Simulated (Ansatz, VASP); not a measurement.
Two plane-wave programs on HgTe

```
CELL_PARAMETERS angstrom
0.00000 3.07712 3.07712
3.07712 0.00000 3.07712
3.07712 3.07712 0.00000
ATOMIC_POSITIONS crystal
Hg 0.07109 0.07109 0.92891
Te 0.50000 0.50000 0.50000
```

Change from the starting cell: all Hg atoms moved +0.438 Å, as atom 1 along Cartesian [0 0 1].

Alike in both runs: task single point; functional PBE; k mesh 14 × 14 × 14; occupations gaussian, width 0.15 eV; no spin polarisation.

|  | VASP | Ansatz |
| --- | --- | --- |
| version | VASP 6.6.1 | Ansatz 0.2.0 |
| potentials or method | VASP PAW PBE potentials, release 64 (Hg, Te), cutoff 520 eV | scalar-relativistic, plane waves, PAW |
| valence electrons in the cell | 18 | 36 |

```csv
,VASP,Ansatz,Ansatz less VASP
gap on the k mesh at the Fermi level (eV),none,none,-
pressure (GPa),3.4,3.3,-0.14
"traceless stress, the component that is largest in VASP (GPa)",7.40,7.29,-0.119
rms of the force components (eV/Å),0.801,0.786,-0.0149
```

Atom by atom the forces differ by 0.015 eV/Å (rms over components). A gap of «none» marks a metal or a gap that the smearing closes. VASP's potentials hold 18 valence electrons a cell and Ansatz's 36, so a difference there can come from the potentials and not from the codes.

Spin-orbit coupling is off throughout.
